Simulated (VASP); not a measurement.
# TaN (Fm-3m) in VASP: further runs, part 2 of 2

VASP 6.6.1. Earlier steps stand in the parts before.

**4. Single point, LDA**

The input, INCAR:

```
PREC = Accurate
ENCUT = 520
EDIFF = 1E-6
ISMEAR = 0
SIGMA = 0.15
LREAL = F
LASPH = T
NELM = 80
ALGO = Normal
ISIF = 2
LWAVE = F
LCHARG = T
LELF = T
LVHAR = T
NBANDS = 15
```

The input, KPOINTS:

```
Automatic mesh
0
Gamma
  18 18 18
```

The input, POSCAR:

```
TaN
1.0
    0.0000000000      2.1742693740      2.1742693740
    2.1742693740      0.0000000000      2.1742693740
    2.1742693740      2.1742693740      0.0000000000
Ta N
1 1
Direct
    0.5000000000      0.5000000000      0.5000000000
    0.0000000000      0.0000000000      0.0000000000
```

Potentials or basis: VASP PAW LDA potentials, release 64 (Ta_pv, N).

Launch:

```bash
> cat potpaw_LDA.64/Ta_pv/POTCAR potpaw_LDA.64/N/POTCAR > POTCAR
> mpirun -np 1 vasp_std > vasp.out
```

OUTCAR:

```text
PREC = Accurate
   ENCUT = 520
   EDIFF = 1E-6
   ISMEAR = 0
   LREAL = F
   LASPH = T
   NELM = 80
   ISIF = 2

 ion  position               nearest neighbor table
   1  0.500  0.500  0.500-   2 2.17   2 2.17   2 2.17   2 2.17   2 2.17   2 2.17
   2  0.000  0.000  0.000-   1 2.17   1 2.17   1 2.17   1 2.17   1 2.17   1 2.17

  LATTYP: Found a face centered cubic cell.
 ALAT       =     4.3485387480

  Lattice vectors:

 A1 = (   0.0000000000,   2.1742693740,   2.1742693740)
 A2 = (   2.1742693740,   0.0000000000,   2.1742693740)
 A3 = (   2.1742693740,   2.1742693740,   0.0000000000)

Analysis of symmetry for initial positions (statically):
=====================================================================
 Subroutine PRICEL returns:
 Original cell was already a primitive cell.

 Routine SETGRP: Setting up the symmetry group for a
 face centered cubic supercell.

 Subroutine GETGRP returns: Found 48 space group operations
 (whereof 48 operations were pure point group operations)
 out of a pool of 48 trial point group operations.

The static configuration has the point symmetry O_h .

Analysis of symmetry for dynamics (positions and initial velocities):
=====================================================================
 Subroutine PRICEL returns:
 Original cell was already a primitive cell.

 Routine SETGRP: Setting up the symmetry group for a
 face centered cubic supercell.

 Subroutine GETGRP returns: Found 48 space group operations
 (whereof 48 operations were pure point group operations)
 out of a pool of 48 trial point group operations.

The dynamic configuration has the point symmetry O_h .

 Subroutine INISYM returns: Found 48 space group operations
 (whereof 48 operations are pure point group operations),
 and found     1 'primitive' translations

----------------------------------------------------------------------------------------

                                     Primitive cell

  volume of cell :      20.5575

  direct lattice vectors                    reciprocal lattice vectors
     0.000000000  2.174269374  2.174269374    -0.229962306  0.229962306  0.229962306
     2.174269374  0.000000000  2.174269374     0.229962306 -0.229962306  0.229962306
     2.174269374  2.174269374  0.000000000     0.229962306  0.229962306 -0.229962306

  length of vectors
     3.074881237  3.074881237  3.074881237     0.398306399  0.398306399  0.398306399

  position of ions in fractional coordinates (direct lattice)
     0.500000000  0.500000000  0.500000000
     0.000000000  0.000000000  0.000000000

  ion indices of the primitive-cell ions
   primitive index   ion index
                 1           1
                 2           2

----------------------------------------------------------------------------------------

 KPOINTS: Automatic mesh

Automatic generation of k-mesh.
 Grid dimensions read from file:
 generate k-points for:   18   18   18

 Generating k-lattice:

  Cartesian coordinates                     Fractional coordinates (reciprocal lattice)
    -0.012775684  0.012775684  0.012775684     0.055555556  0.000000000  0.000000000
     0.012775684 -0.012775684  0.012775684     0.000000000  0.055555556  0.000000000
[... 41 lines left out ...]
   number of dos      NEDOS =    301   number of ions     NIONS =      2
   total plane-waves  NPLWV =  13824
   dimension x,y,z NGX =    24 NGY =   24 NGZ =   24
   dimension x,y,z NGXF=    48 NGYF=   48 NGZF=   48
   ions per type =               1   1
   NGX,Y,Z   is equivalent  to a cutoff of  12.98, 12.98, 12.98 a.u.
   NGXF,Y,Z  is equivalent  to a cutoff of  25.95, 25.95, 25.95 a.u.
 SYSTEM =  unknown system
   PREC   = accura    normal or accurate (medium, high low for compatibility)
   ISTART =      0    job   : 0-new  1-cont  2-samecut
   ICHARG =      2    charge: 1-file 2-atom 10-const
   ISPIN  =      1    spin polarized calculation?
   LNONCOLLINEAR =      F non collinear calculations
   LSORBIT =      F    spin-orbit coupling
   LASPH  =      T    aspherical Exc in radial PAW
   ENCUT  =  520.0 eV  38.22 Ry    6.18 a.u.   5.72  5.72  5.72*2*pi/ulx,y,z
   NELM   =     80;   NELMIN=  2; NELMDL= -5     # of ELM steps
   EDIFF  = 0.1E-05   stopping-criterion for ELM
   LREAL  =      F    real-space projection
   EDIFFG = 0.1E-04   stopping-criterion for IOM
   NSW    =      0    number of steps for IOM
   IBRION =     -1    ionic relax: 0-MD 1-quasi-New 2-CG
   NFREE  =      0    steps in history (QN), initial steepest desc. (CG)
   ISIF   =      2    stress and relaxation
   ISYM   =      2    0-nonsym 1-usesym 2-fastsym
   POTIM  = 0.5000    time-step for ionic-motion
   TEBEG  =    0.0;   TEEND  =   0.0 temperature during run
   PSTRESS=    0.0 pullay stress
   NELECT =      16.0000    total number of electrons
   NUPDOWN=      -1.0000    fix difference up-down
   EMIN   =  10.00;   EMAX   =-10.00  energy-range for DOS
   EFERMI =   0.00;   METHOD = LEGACY
   ISMEAR =     0;   SIGMA  =   0.15  broadening in eV -4-tet -1-fermi 0-gaus
   EFERMI_NEDOS =   21; number of points for ismear=-14 and -15
   IALGO  =     38    algorithm
   IMIX   =      4    mixing-type and parameters
     AMIX     =   0.40;   BMIX     =  1.00
     AMIX_MAG =   1.60;   BMIX_MAG =  1.00
  volume/ion in A,a.u.               =      10.28        69.36
  Fermi-wavevector in a.u.,A,eV,Ry     =   1.505884  2.845708 30.853744  2.267686
  Thomas-Fermi vector in A             =   2.616674
   LORBIT       =      0    0 simple, 1 ext, 2 COOP (PROOUT), +10 PAW based schemes
   GGA     = CA    functional components
   LHFCALC =     F    Hartree Fock is set to
   AEXX    =    0.0000 exact exchange contribution
   IVDW    =     0    specifies the selected vdW correction
   LEPSILON=     F    determine dielectric tensor
   LRPA    =     F    only Hartree local field effects (RPA)
 non-spin polarized calculation
 Gauss-broadening in eV      SIGMA  =   0.15
  energy-cutoff  :      520.00
  volume of cell :       20.56
 maximum number of plane-waves:       568
   NGX = 11   NGY = 11   NGZ = 11

 number of electron      16.0000000 magnetization

 Free energy of the ion-electron system (eV)
  ---------------------------------------------------
  ext. energy  EPLUGINS =         0.00000000
  ---------------------------------------------------
  free energy    TOTEN  =       -24.15381960 eV

  energy without entropy =      -24.14450232  energy(sigma->0) =      -24.14916096

 E-fermi :   9.8008     XC(G=0): -13.8456

 val. band max:        9.7960118503   @ k =   0.0000   0.0000   0.0000
 cond. band min:       9.8057223089   @ k =   0.2222   0.1667   0.0556
 fundamental gap:      0.0097104586
 Fermi energy:         9.8007747814

 k-point     1 :       0.0000    0.0000    0.0000
  band No.  band energies     occupation
      1     -25.7049      2.00000
      2     -25.7049      2.00000
      3     -25.7049      2.00000
      4      -9.0937      2.00000
      5       5.9274      2.00000
      6       5.9274      2.00000
      7       5.9274      2.00000
      8       7.5627      2.00000
      9       7.5627      2.00000
     10       7.5627      2.00000
     11       9.7960      1.03582
     12       9.7960      1.03582
     13      11.8204      0.00000
     14      19.2883      0.00000
[... 401 lines left out ...]
      2     -25.7838      2.00000
      3     -25.7367      2.00000
      4      -7.7024      2.00000
      5       2.0693      2.00000
      6       3.2096      2.00000
      7       3.6470      2.00000
      8       8.8215      2.00000
      9       8.9399      2.00000
     10       9.9223      0.25206
     11      12.7802      0.00000
     12      14.3294      0.00000
     13      14.7683      0.00000
     14      21.2641      0.00000
     15      22.5733      0.00000

 [... further k-points ...]

------------------------ aborting loop because EDIFF is reached ----------------------------------------

  FORCE on cell =-STRESS in cart. coord.  units (eV):
  Direction    XX          YY          ZZ          XY          YZ          ZX
  --------------------------------------------------------------------------------------
  -------------------------------------------------------------------------------------
  Total        0.2556141      0.2556141      0.2556141      0.0000000     -0.0000000      0.0000000
  in kB       19.9216541     19.9216541     19.9216541      0.0000000     -0.0000000      0.0000000
  external PRESSURE =      19.9216541 kB  Pullay stress =       0.0000000 kB

 VOLUME and BASIS-vectors are now :
 -----------------------------------------------------------------------------
  energy-cutoff  :      520.00
  volume of cell :       20.56
      direct lattice vectors                 reciprocal lattice vectors
     0.000000000  2.174269374  2.174269374    -0.229962306  0.229962306  0.229962306
     2.174269374  0.000000000  2.174269374     0.229962306 -0.229962306  0.229962306
     2.174269374  2.174269374  0.000000000     0.229962306  0.229962306 -0.229962306

 POSITION                                       TOTAL-FORCE (eV/Angst)
 -----------------------------------------------------------------------------------
      2.17427      2.17427      2.17427        -0.000000      0.000000      0.000000
      0.00000      0.00000      0.00000         0.000000     -0.000000     -0.000000
 -----------------------------------------------------------------------------------
    total drift:                                0.000000     -0.000000     -0.000000

  FREE ENERGIE OF THE ION-ELECTRON SYSTEM (eV)
  ---------------------------------------------------
  free  energy   TOTEN  =       -24.1538196003 eV

  energy  without entropy=      -24.1445023221  energy(sigma->0) =      -24.14916096
```

stdout:

```text
POSCAR found type information on POSCAR TaN
 POSCAR found :  2 types and       2 ions
 scaLAPACK will be used
 LDA part: xc-table for (Slater(with rela. corr.)+CA(PZ))
 , standard interpolation
 POSCAR, INCAR and KPOINTS ok, starting setup
 FFT: planning ... GRIDC
 FFT: planning ... GRID_SOFT
 FFT: planning ... GRID
 WAVECAR not read
 entering main loop
```

Wall time 23 s (1 thread of AMD EPYC 9R45 (Zen 5), shared host); peak memory 0.14 GiB.

What came out:

| Property | Result |
| --- | --- |
| Free energy | -24.1538 eV |
| Pressure | 2.0 GPa |
| Band gap on the k mesh | zero (band 8 reaches 11.78 eV, above the bottom of band 9 at 7.56 eV) |

Caveat: spin-orbit coupling is left out, which moves the levels of the heavy elements.

**5. Single point, LDA**

The input, INCAR:

```
PREC = Accurate
ENCUT = 600
EDIFF = 1E-6
ISMEAR = 0
SIGMA = 0.15
LREAL = F
LASPH = T
NELM = 120
ALGO = Normal
ISIF = 2
LWAVE = F
LCHARG = T
LELF = T
LVHAR = T
NBANDS = 16
GGA_COMPAT = F
```

KPOINTS is that of step 4.

POSCAR is that of step 4.

Potentials or basis: VASP PAW LDA potentials, release 64 (Ta_sv_GW, N).

Launch:

```bash
> cat potpaw_LDA.64/Ta_sv_GW/POTCAR potpaw_LDA.64/N/POTCAR > POTCAR
> mpirun -np 1 vasp_std > vasp.out
```

Wall time 2.4 min (1 thread of AMD EPYC 7R43 (Zen 3), shared host); peak memory 0.18 GiB.

The run converged. Its results:

* Free energy: -26.6738 eV
* Pressure: 1.1 GPa
* Band gap on the k mesh: zero (band 9 reaches 16.01 eV, above the bottom of band 10 at 11.79 eV)

Levels at points of the mesh, in eV from the Fermi level:
```csv
k point,band 5,band 6,band 7,band 8,band 9,band 10,band 11,band 12,band 13,band 14
"(0.00, 0.00, 0.00)",-18.87,-3.87,-3.87,-3.87,-2.23,-2.23,-2.23,0.01,0.01,2.00
"(0.50, 0.00, 0.00)",-15.56,-10.61,-7.82,-7.82,1.98,1.98,2.09,4.02,7.86,7.86
"(0.50, 0.50, 0.00)",-17.61,-6.60,-5.71,-4.64,-4.64,2.16,3.73,3.73,4.98,7.16
```

Caveat: spin-orbit coupling is left out, which moves the levels of the heavy elements.

**6. Summary**

| level | potentials or basis | k mesh | cutoff (eV) | smearing | second run | gap on the mesh (eV) | pressure (GPa) |
| --- | --- | --- | --- | --- | --- | --- | --- |
| LDA | VASP PAW LDA potentials, release 64 (Ta_pv, N) | 16 × 16 × 16 | 520 | gaussian 0.1 eV | - | none | 2.0 |
| revPBE | VASP PAW PBE potentials, release 64 (Ta_pv, N) | 16 × 16 × 16 | 520 | tetrahedron | - | none | 22.2 |
| LDA | VASP PAW LDA potentials, release 64 (Ta_pv, N) | 18 × 18 × 18 | 520 | gaussian 0.15 eV | - | none | 2.0 |
| LDA | VASP PAW LDA potentials, release 64 (Ta_sv_GW, N) | 18 × 18 × 18 | 600 | gaussian 0.15 eV | valence_matched | none | 1.1 |

Alike in all rows: task single point; no spin polarisation; cell as given.

Caveats: spin-orbit coupling is left out, which moves the levels of the heavy elements; the PAW data sets were made with another functional, which shifts forces and pressure a little (some runs).

Total energies depend on the potentials used, so only differences within one code and one set of settings carry meaning.
